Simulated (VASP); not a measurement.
A run of VASP 6.6.1 is set up as follows.

The input POSCAR:

```
C
1.0
    0.0000000000      1.7789244160      1.7789244160
    1.7789244160      0.0000000000      1.7789244160
    1.7789244160      1.7789244160      0.0000000000
C
2
Direct
    0.0000000000      0.0000000000      0.0000000000
    0.2500000000      0.2500000000      0.2500000000
```

File INCAR.step1:

```
PREC     = Accurate       # precision mode
ENCUT    = 660            # plane-wave cutoff, eV
ISMEAR   = 0              # smearing method
SIGMA    = 0.02           # smearing width, eV
LREAL    = False          # projectors in reciprocal space
LASPH    = True           # aspherical terms in the spheres
NELM     = 120            # most SCF steps
NBANDS   = 11             # bands
GGA      = PE             # functional
ALGO     = Normal         # electronic algorithm
EDIFF    = 1E-5           # SCF threshold, eV
LWAVE    = True           # write WAVECAR
LCHARG   = False          # write CHGCAR
GGA_COMPAT= False
```

Contents of INCAR.step2:

```
PREC     = Accurate       # precision mode
ENCUT    = 660            # plane-wave cutoff, eV
EDIFF    = 1E-6           # SCF threshold, eV
ISMEAR   = 0              # smearing method
SIGMA    = 0.02           # smearing width, eV
LREAL    = False          # projectors in reciprocal space
LASPH    = True           # aspherical terms in the spheres
NELM     = 120            # most SCF steps
ALGO     = Normal         # electronic algorithm
ISIF     = 2              # what is computed and relaxed
LWAVE    = False          # write WAVECAR
LCHARG   = True           # write CHGCAR
METAGGA  = R2SCAN         # meta-GGA
LMIXTAU  = True         
LUSE_VDW = True         
IVDW_NL  = 2            
BPARAM   = 11.95        
CPARAM   = 0.0093       
LELF     = True           # ELF
LVHAR    = True         
NBANDS   = 11             # bands
ISTART   = 1            
GGA_COMPAT= False
```

Contents of KPOINTS:

```
regular mesh
0
Gamma
  12 12 12
```

Potentials or basis: VASP PAW PBE potentials, release 64 (C).

The run is started by

```console
$ cat potpaw_PBE.64/C/POTCAR > POTCAR
$ cp INCAR.step1 INCAR
$ mpirun -np 1 vasp_std > vasp.out
$ cp INCAR.step2 INCAR
$ mpirun -np 1 vasp_std > vasp.out
```

Problem. Predict the pressure.

Solution. 0.2 GPa.

Problem. Predict the band gap on the k mesh.

Solution. 4.33 eV, indirect (least direct gap 5.85 eV).

Caveat: the PAW data sets were made with another functional, which shifts forces and pressure a little. r2SCAN opens gaps a little over a GGA but as a rule still falls short of measured ones.
